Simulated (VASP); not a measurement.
Set up this calculation in VASP 6.6.1, as the native input.

* Task: single point
* Functional: r2SCAN
* Potentials or basis: VASP PAW PBE potentials, release 64 (Cr_pv)
* Cutoff: 520 eV
* k mesh: 22 × 22 × 22
* Occupations: gaussian, width 0.05 eV
* Spin: collinear spin
* Starting moments: [0.05] μB
* Dipole correction: no
* Further INCAR settings: ALGO = Normal; EDIFF = 1e-07; NBANDS = 16

Crystal: Cr.

```
Cr
1.0
    -1.41468    1.41468    1.41468
     1.41468   -1.41468    1.41468
     1.41468    1.41468   -1.41468
Cr
1
Direct
  0.00000 0.00000 0.00000
```

These files were run (other wordings do the same):

POSCAR

```
Cr
1.0
   -1.4146765739      1.4146765739      1.4146765739
    1.4146765739     -1.4146765739      1.4146765739
    1.4146765739      1.4146765739     -1.4146765739
Cr
1
Direct
    0.0000000000      0.0000000000      0.0000000000
```

INCAR.step1

```
ALGO     = Normal         # electronic algorithm
EDIFF    = 1E-4           # SCF threshold, eV
ENCUT    = 520            # plane-wave cutoff, eV
GGA      = PE             # functional
ISMEAR   = 0              # smearing method
ISPIN    = 2              # spin polarisation
LASPH    = T              # aspherical terms in the spheres
LCHARG   = F              # write CHGCAR
LMAXMIX  = 4              # l up to which the mixer works
LREAL    = F              # projectors in reciprocal space
LWAVE    = T              # write WAVECAR
MAGMOM   = 0.05           # initial moments
NBANDS   = 16             # bands
NELM     = 150            # most SCF steps
PREC     = Accurate       # precision mode
SIGMA    = 0.05           # smearing width, eV
```

INCAR.step2

```
ALGO     = Normal         # electronic algorithm
EDIFF    = 1E-7           # SCF threshold, eV
ENCUT    = 520            # plane-wave cutoff, eV
ISIF     = 2              # what is computed and relaxed
ISMEAR   = 0              # smearing method
ISPIN    = 2              # spin polarisation
ISTART   = 1            
LASPH    = T              # aspherical terms in the spheres
LCHARG   = F              # write CHGCAR
LMAXMIX  = 4              # l up to which the mixer works
LMIXTAU  = T            
LORBIT   = 11             # projections on sites
LREAL    = F              # projectors in reciprocal space
LWAVE    = F              # write WAVECAR
MAGMOM   = 0.05           # initial moments
METAGGA  = R2SCAN         # meta-GGA
NBANDS   = 16             # bands
NELM     = 150            # most SCF steps
PREC     = Accurate       # precision mode
SIGMA    = 0.05           # smearing width, eV
```

KPOINTS

```
k-points
0
Gamma
  22 22 22
```

Potentials or basis: VASP PAW PBE potentials, release 64 (Cr_pv).

The run is started by

```sh
$ cat potpaw_PBE.64/Cr_pv/POTCAR > POTCAR
$ cp INCAR.step1 INCAR
$ mpirun -np 1 vasp_std > vasp.out
$ cp INCAR.step2 INCAR
$ mpirun -np 1 vasp_std > vasp.out
```

Results of the run:

```yaml
Pressure: 0.6 GPa
Band_gap_on_the_k_mesh: zero (filled and empty bands overlap)
Net_moment: 0.00 μB per cell
Valence_electrons_inside_the_program's_atomic_spheres: Cr 11.32
```

Caveat: the PAW data sets were made with another functional, which shifts forces and pressure a little.

Run time: 7.1 min on 1 thread of AMD EPYC 7R43 64-Core Processor (Zen 3), with other jobs on the host, peak memory 0.16 GiB.
